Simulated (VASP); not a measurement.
Runs of VASP 6.6.1 on AlRu (zincblende type). The structure is that of space group F-43m (No. 216), or close to it. The cells are those of the table. 

```tsv
task	cell	cutoff (eV)	gap on the mesh (eV)	pressure (GPa)
single point	a = 3.749 Å, angles 60.0°, 2 atoms	520	none	(a)
relaxation of cell and atoms	relaxed to 12 GPa from a = 3.627 Å, angles 60.0°, 2 atoms	600	none	12.0
relaxation of cell and atoms	relaxed to 12 GPa from a = 3.749 Å, angles 60.0°, 2 atoms	600	none	12.0
single point	a = 3.748 Å, angles 60.0°, 2 atoms	520	none	12.2
```

Alike in all rows: level PBE; potentials or basis VASP PAW PBE potentials, release 64 (Ru_pv, Al); no spin polarisation; k mesh 12 × 12 × 12; smearing fermi-dirac 0.1 eV.

Q: Estimate the missing entries.

A: (a) 12.1.

Caveats: the cell is relaxed towards a set pressure, so the enthalpy falls and the energy may rise (some runs).

A k mesh can miss the band edges, and the runs leave out spin-orbit coupling on Ru.

A gap of «none» marks levels without a gap at the run's occupations.
